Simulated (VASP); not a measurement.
**Rb: single point with PBE+D3(BJ)**

Rb:

```
Rb
1.0
     0.00000    3.49429    3.93108
     3.49429    0.00000    3.93108
     3.49429    3.49429    0.00000
Rb
1
Direct
  0.00000 0.00000 0.00000
```

This cell differs from its parent crystal: strain -0.040 along x and y, +0.080 along z.

| Quantity | Value |
| --- | --- |
| Program | VASP 6.6.1 |
| Task | single point |
| Functional | PBE |
| Dispersion | D3(BJ) |
| Potentials or basis | VASP PAW PBE potentials, release 64 (Rb_sv) |
| Cutoff | 520 eV |
| k mesh | 12 × 12 × 12 |
| Occupations | gaussian, width 0.15 eV |
| Spin | no spin polarisation |

```
Pressure                   : -0.3 GPa
Band gap on the k mesh     : zero (an odd number of electrons rules out a gap without spin polarisation)
Dispersion energy per atom : -0.096 eV
```

Stress tensor (GPa, compression positive):
```
-0.24  0.00  0.00
 0.00 -0.24  0.00
 0.00  0.00 -0.38
```

Levels at points of the mesh, in eV from the Fermi level:
| k point | band 2 | band 3 | band 4 | band 5 | band 6 | band 7 | band 8 | band 9 |
| --- | --- | --- | --- | --- | --- | --- | --- | --- |
| (0.00, 0.00, 0.00) | -12.98 | -12.98 | -12.98 | -1.90 | 3.31 | 3.72 | 3.72 | 4.28 |
| (0.50, 0.00, 0.00) | -13.06 | -13.00 | -12.98 | 0.15 | 0.64 | 3.03 | 3.66 | 5.30 |
| (0.50, 0.50, 0.00) | -13.05 | -13.00 | -13.00 | 0.38 | 0.91 | 2.04 | 4.72 | 4.78 |
| (0.50, 0.00, 0.50) | -13.06 | -13.03 | -13.00 | 0.78 | 1.59 | 1.78 | 4.05 | 4.22 |

It took 77 s on 1 thread of Intel(R) Xeon(R) Platinum 8488C (Sapphire Rapids), on a shared host, peak memory 0.33 GiB.

Caveat: the cell differs from its parent crystal (strain -0.040 along x and y, +0.080 along z).
